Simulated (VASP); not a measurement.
Input of a VASP 6.6.1 run:

INCAR

```
SYSTEM = ZrO2
PREC     = Accurate       ! precision mode
ENCUT    = 600            ! plane-wave cutoff, eV
EDIFF    = 1E-6           ! SCF threshold, eV
ISMEAR   = 0              ! smearing method
SIGMA    = 0.01           ! smearing width, eV
LREAL    = .FALSE.        ! projectors in reciprocal space
LASPH    = .TRUE.         ! aspherical terms in the spheres
NELM     = 120            ! most SCF steps
ALGO     = Normal         ! electronic algorithm
ISIF     = 2              ! what is computed and relaxed
LWAVE    = .FALSE.        ! write WAVECAR
LCHARG   = .TRUE.         ! write CHGCAR
GGA      = PS             ! functional
LELF     = .TRUE.         ! ELF
LVHAR    = .TRUE.       
NBANDS   = 19             ! bands
GGA_COMPAT= .FALSE.
```

KPOINTS

```
Automatic mesh
0
G
  6 6 6
  0 0 0
```

The input POSCAR:

```
ZrO2
1.0
    0.0000000000      2.5350000000      2.5350000000
    2.5350000000      0.0000000000      2.5350000000
    2.5350000000      2.5350000000      0.0000000000
Zr O
1 2
Direct
    0.0000000000      0.0000000000      0.0000000000
    0.2500000000      0.2500000000      0.2500000000
    0.7500000000      0.7500000000      0.7500000000
```

Potentials or basis: VASP PAW PBE potentials, release 64 (Zr_sv, O).

Launch:

```console
$ cat potpaw_PBE.64/Zr_sv/POTCAR potpaw_PBE.64/O/POTCAR > POTCAR
$ mpirun -np 1 vasp_std > vasp.out
```

**Question.** Predict the pressure.

**Answer.** -0.7 GPa.

**Question.** Estimate the band gap on the k mesh.

**Answer.** 3.31 eV, indirect (least direct gap 3.75 eV).

Caveat: the PAW data sets were made with another functional, which shifts forces and pressure a little. A k mesh can miss the band edges.
